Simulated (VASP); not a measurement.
The system is KTaO3.

```
Ta K O
1.0
     4.11704    0.00000    0.00000
     0.00000    4.11704    0.00000
     0.00000    0.00000    4.11704
Ta K O
1 1 3
Direct
  0.00000 0.00000 0.00000
  0.50000 0.50000 0.50000
  0.00000 0.00000 0.50000
  0.00000 0.50000 0.00000
  0.50000 0.00000 0.00000
```

| Item | Value |
| --- | --- |
| Program | VASP 6.6.1 |
| Task | relaxation of cell and atoms |
| Functional | r2SCAN |
| Potentials or basis | VASP PAW PBE potentials, release 64 (Ta_pv, K_sv, O) |
| Cutoff | 840 eV |
| k mesh | 7 × 7 × 7 |
| Occupations | gaussian, width 0.03 eV |
| Spin | no spin polarisation |

At the start: pressure -15.3 GPa; volume 13.96 Å³/atom.

**Question.** How do energy, volume and symmetry change on relaxing?

**Answer.** Over 11 steps the energy falls by 61.5 meV/atom and the volume is 12.76 Å³/atom (-8.5 %); space group Pm-3m (No. 221, to 0.1 Å) before and after.

The path:
```tsv
step	energy change (eV)	largest force (eV/Å)	pressure (GPa)	volume (Å³)
1	0.0000	0.0000	-15.33	69.78
2	0.2509	0.0000	29.65	57.14
3	-0.3089	0.0000	-0.48	63.98
4	-0.3091	0.0000	-0.06	63.85
5	-0.3090	0.0000	0.31	63.74
6	-0.3090	0.0000	-0.36	63.94
7	-0.3091	0.0000	0.00	63.83
8	-0.3073	0.0000	-0.04	63.83
9	-0.3073	0.0000	0.06	63.80
10	-0.3073	0.0000	0.00	63.82
11	-0.3073	0.0000	-0.01	63.82
```

Final structure:
```cif
data_structure
_symmetry_space_group_name_H-M 'P 1'
_symmetry_Int_Tables_number 1
_cell_length_a 3.9962
_cell_length_b 3.9962
_cell_length_c 3.9962
_cell_angle_alpha 90.000
_cell_angle_beta 90.000
_cell_angle_gamma 90.000
_cell_volume 63.82
loop_
_atom_site_label
_atom_site_type_symbol
_atom_site_fract_x
_atom_site_fract_y
_atom_site_fract_z
_atom_site_occupancy
Ta1 Ta 0.00000 0.00000 0.00000 1
K1 K 0.50000 0.50000 0.50000 1
O1 O 0.00000 0.00000 0.50000 1
O2 O 0.00000 0.50000 0.00000 1
O3 O 0.50000 0.00000 0.00000 1
```

Caveat: the PAW data sets were made with another functional, which shifts forces and pressure a little.
